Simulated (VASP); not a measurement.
# CaF2 (Fm-3m) in VASP: further runs, part 2 of 2

VASP 6.6.1. Earlier steps stand in the parts before.

### Step 3. Phonons, LDA, target pressure 1.5 GPa, at which the enthalpy is minimised

This run uses another cell than the first one, of 12.65 Å³/atom.

Input file POSCAR:

```
CaF2
1.0
   -0.0000000000      2.6673359631      2.6673359631
    2.6673359631     -0.0000000000      2.6673359631
    2.6673359631      2.6673359631      0.0000000000
  Ca              F
     1     2
Direct
     0.0000000000000000    1.0000000000000000    0.0000000000000000
     0.2500000000000000    0.2500000000000000    0.2500000000000000
     0.7500000000000000    0.7500000000000000    0.7500000000000000
```

Input file INCAR.step1:

```
PREC     = Accurate       # precision mode
ENCUT    = 600            # plane-wave cutoff, eV
EDIFF    = 1E-8           # SCF threshold, eV
ISMEAR   = 0              # smearing method
SIGMA    = 0.03           # smearing width, eV
LREAL    = False          # projectors in reciprocal space
LASPH    = True           # aspherical terms in the spheres
NELM     = 80             # most SCF steps
ALGO     = Normal         # electronic algorithm
ISIF     = 3              # what is computed and relaxed
LWAVE    = False          # write WAVECAR
LCHARG   = False          # write CHGCAR
PSTRESS  = 15.0         
KPAR     = 2            
IBRION   = 2              # ionic algorithm
NSW      = 40             # ionic steps
EDIFFG   = -0.002         # ionic threshold
```

Input file INCAR.step2:

```
PREC     = Accurate       # precision mode
ENCUT    = 600            # plane-wave cutoff, eV
EDIFF    = 1E-8           # SCF threshold, eV
ISMEAR   = 0              # smearing method
SIGMA    = 0.03           # smearing width, eV
LREAL    = False          # projectors in reciprocal space
LASPH    = True           # aspherical terms in the spheres
NELM     = 80             # most SCF steps
ALGO     = Normal         # electronic algorithm
ISIF     = 2              # what is computed and relaxed
LWAVE    = False          # write WAVECAR
LCHARG   = False          # write CHGCAR
PSTRESS  = 15.0         
KPAR     = 2            
IBRION   = 6              # ionic algorithm
NFREE    = 2            
POTIM    = 0.015          # step
NSW      = 1              # ionic steps
```

Input file KPOINTS:

```
Automatic mesh
0
Gamma
  8 8 8
```

Potentials or basis: VASP PAW LDA potentials, release 64 (Ca_sv, F).

On the command line:

```console
$ cat potpaw_LDA.64/Ca_sv/POTCAR potpaw_LDA.64/F/POTCAR > POTCAR
$ cp INCAR.step1 INCAR
$ mpirun -np 2 vasp_std > vasp.out
$ cp CONTCAR POSCAR
$ cp INCAR.step2 INCAR
$ mpirun -np 2 vasp_std > vasp.out
```

OUTCAR:

```text
PREC = Accurate
   ENCUT = 600
   EDIFF = 1E-8
   ISMEAR = 0
   LREAL = False
   LASPH = True
   NELM = 80
   ISIF = 2
   PSTRESS = 15.0
   IBRION = 6
   NFREE = 2
   POTIM = 0.015
   NSW = 1

 ion  position               nearest neighbor table
   1  0.000  0.000  0.000-   3 2.30   3 2.30   3 2.30   2 2.30   3 2.30   2 2.30   2 2.30   2 2.30

   2  0.250  0.250  0.250-   1 2.30   1 2.30   1 2.30   1 2.30
   3  0.750  0.750  0.750-   1 2.30   1 2.30   1 2.30   1 2.30

  LATTYP: Found a face centered cubic cell.
 ALAT       =     5.3085781826

  Lattice vectors:

 A1 = (   0.0000000000,   2.6542890913,   2.6542890913)
 A2 = (   2.6542890913,   0.0000000000,   2.6542890913)
 A3 = (   2.6542890913,   2.6542890913,   0.0000000000)

Analysis of symmetry for initial positions (statically):
=====================================================================
 Subroutine PRICEL returns:
 Original cell was already a primitive cell.

 Routine SETGRP: Setting up the symmetry group for a
 face centered cubic supercell.

 Subroutine GETGRP returns: Found 48 space group operations
 (whereof 48 operations were pure point group operations)
 out of a pool of 48 trial point group operations.

The static configuration has the point symmetry O_h .

Analysis of symmetry for dynamics (positions and initial velocities):
=====================================================================
 Subroutine PRICEL returns:
 Original cell was already a primitive cell.

 Routine SETGRP: Setting up the symmetry group for a
 face centered cubic supercell.

 Subroutine GETGRP returns: Found 48 space group operations
[... 317 lines left out ...]
  free energy    TOTEN  =       -19.00687062 eV

  energy without entropy =      -19.00687062  energy(sigma->0) =      -19.00687062

 E-fermi :  -0.7098     XC(G=0): -10.8063

 val. band max:       -0.8718247895   @ k =   0.0000   0.5000   0.5000
 cond. band min:       6.5451906083   @ k =   0.0000   0.0000   0.0000
 fundamental gap:      7.4170153978
 Fermi energy:        -0.7098201350

 k-point     1 :       0.0000    0.0000    0.0000
  band No.  band energies     occupation
      1     -35.9197      2.00000
      2     -20.6222      2.00000
      3     -19.6626      2.00000
      4     -17.1573      2.00000
      5     -17.1563      2.00000
      6     -17.1557      2.00000
[... 433 lines left out ...]
      3     -20.4392      2.00000
      4     -17.2615      2.00000
      5     -16.9554      2.00000
      6     -16.6172      2.00000
[... 8 lines left out ...]
     15       9.4250      0.00000
     16       9.8887      0.00000

 [... further k-points ...]

------------------------ aborting loop because EDIFF is reached ----------------------------------------

  FORCE on cell =-STRESS in cart. coord.  units (eV):
  Direction    XX          YY          ZZ          XY          YZ          ZX
  --------------------------------------------------------------------------------------
  -------------------------------------------------------------------------------------
  Total        0.3589347      0.3576582      0.3576582      0.0000000      0.0603006      0.0000000
  in kB       15.3762818     15.3216006     15.3216006      0.0000000      2.5831990      0.0000000
  external PRESSURE =       0.3398277 kB  Pullay stress =      15.0000000 kB
[... 22 lines left out ...]
  energy  without entropy=      -19.0068706156  energy(sigma->0) =      -19.00687062

  enthalpy is  TOTEN    =       -18.6567196415 eV   P V=        0.3501509741

 INTERNAL STRAIN TENSORS FROM DISPLACED ATOMS
 ============================================

 INTERNAL STRAIN TENSOR FOR ION    1 for displacements in x,y,z  (eV/Angst):
          X           Y           Z          XY          YZ          ZX
  --------------------------------------------------------------------------------
  x     0.00000     0.00000     0.00000     0.00000     0.00000     0.00000
  y     0.00000     0.00000     0.00000     0.00000     0.00000     0.00000
  z     0.00000     0.00000     0.00000     0.00000     0.00000     0.00000

 INTERNAL STRAIN TENSOR FOR ION    3 for displacements in x,y,z  (eV/Angst):
          X           Y           Z          XY          YZ          ZX
  --------------------------------------------------------------------------------
  x     0.00000     0.00000     0.00000     0.00000     4.02010     0.00000
  y    -0.00000     0.00000    -0.00000     0.00000     0.00000     4.02010
  z    -0.00000    -0.00000     0.00000     4.02010     0.00000     0.00000

 Eigenvectors and eigenvalues of the dynamical matrix
 ----------------------------------------------------

   1 f  =   10.441537 THz    65.606113 2PiTHz  348.292188 cm-1    43.182708 meV
             X         Y         Z           dx          dy          dz
      0.000000  0.000000  0.000000     0.000000    0.000000    0.000000
      1.327145  1.327145  1.327145    -0.306252    0.035644    0.636348
      3.981434  3.981434  3.981434     0.306252   -0.035644   -0.636348
[... 43 lines left out ...]
   9 f/i=    0.000828 THz     0.005200 2PiTHz    0.027605 cm-1     0.003423 meV
             X         Y         Z           dx          dy          dz
      0.000000  0.000000  0.000000     0.040211   -0.092162   -0.709448
      1.327145  1.327145  1.327145     0.027680   -0.063441   -0.488360
      3.981434  3.981434  3.981434     0.027680   -0.063441   -0.488360

 ELASTIC MODULI CONTR FROM IONIC RELAXATION (kBar)
 Direction    XX          YY          ZZ          XY          YZ          ZX
 --------------------------------------------------------------------------------
 XX          -0.0000     -0.0000     -0.0000      0.0000     -0.0000      0.0000
 YY          -0.0000     -0.0000     -0.0000      0.0000     -0.0000      0.0000
 ZZ          -0.0000     -0.0000     -0.0000     -0.0000     -0.0000      0.0000
 XY           0.0000      0.0000     -0.0000   -163.3818      0.0000      0.0000
 YZ          -0.0000     -0.0000     -0.0000      0.0000   -163.3818      0.0000
 ZX           0.0000      0.0000      0.0000      0.0000      0.0000   -163.3818
 --------------------------------------------------------------------------------
```

OUTCAR.step1:

```text
PREC = Accurate
   ENCUT = 600
   EDIFF = 1E-8
   ISMEAR = 0
   LREAL = False
   LASPH = True
   NELM = 80
[... 755 lines left out ...]
  --------------------------------------------------------------------------------------
  -------------------------------------------------------------------------------------
  Total        0.3501738      0.3501738      0.3501738      0.0000000      0.0000000      0.0000000
  in kB       15.0009794     15.0009794     15.0009794      0.0000000      0.0000000      0.0000000
  external PRESSURE =       0.0009794 kB  Pullay stress =      15.0000000 kB
[... 22 lines left out ...]
  energy  without entropy=      -19.0093480686  energy(sigma->0) =      -19.00934807

  enthalpy is  TOTEN    =       -18.6591970944 eV   P V=        0.3501509741

 reached required accuracy - stopping structural energy minimisation
```

OSZICAR.step1:

```text
N       E                     dE             d eps       ncg     rms          rms(c)
DAV:   1     0.238901337053E+03    0.23890E+03   -0.15299E+04   928   0.172E+03
[... 30 lines left out ...]
DAV:   3    -0.190093658855E+02    0.16717E-03   -0.32747E-04  1336   0.232E-01    0.359E-02
DAV:   4    -0.190093433573E+02    0.22528E-04   -0.21546E-04  1488   0.119E-01    0.138E-02
DAV:   5    -0.190093439114E+02   -0.55414E-06   -0.33453E-06  1032   0.190E-02    0.126E-02
DAV:   6    -0.190093480809E+02   -0.41695E-05   -0.69159E-06  1528   0.213E-02    0.309E-03
DAV:   7    -0.190093480501E+02    0.30806E-07   -0.36075E-07  1192   0.800E-03    0.704E-04
DAV:   8    -0.190093480685E+02   -0.18411E-07   -0.49975E-08  1384   0.259E-03    0.111E-04
DAV:   9    -0.190093480686E+02   -0.52296E-10   -0.17444E-09   496   0.410E-04
   3 F= -.18659197E+02 E0= -.18659197E+02  d E =-.269059E-02
```

It took 1.7 min on 2 MPI ranks of Intel Xeon Platinum 8259CL at 2.50GHz (Skylake/Cascade Lake), shared host; peak memory 0.23 GiB.

What came out:

```
Relaxed volume                                          : 12.47 Å³/atom
Relaxed cell                                            : a = 3.754 Å, b = 3.754 Å, c = 3.754 Å, α = 60.00°, β = 60.00°, γ = 60.00°
Space group after relaxing (to 0.1 Å)                   : Fm-3m (No. 225)
Highest phonon frequency at Γ, LO-TO splitting left out : 348 cm⁻¹
```

Step by step:
```csv
step,energy change (eV),largest force (eV/Å),pressure (GPa),volume (Å³)
1,0.0000,0.0000,-0.04,37.95
2,0.0036,0.0000,1.81,37.29
3,0.0025,0.0000,1.50,37.40
```

Final structure:
```yaml
crystal:
  lattice:
    - [0.00000, 2.65429, 2.65429]
    - [2.65429, 0.00000, 2.65429]
    - [2.65429, 2.65429, 0.00000]
  atoms:
    - { symbol: Ca, position: [0.00000, 0.00000, 0.00000] }
    - { symbol: F, position: [0.25000, 0.25000, 0.25000] }
    - { symbol: F, position: [0.75000, 0.75000, 0.75000] }
```

Phonon frequencies in cm⁻¹ (negative: imaginary):
```
              q point                    frequencies
(0.000, 0.000, 0.000)  0 0 0 294 294 294 348 348 348
```
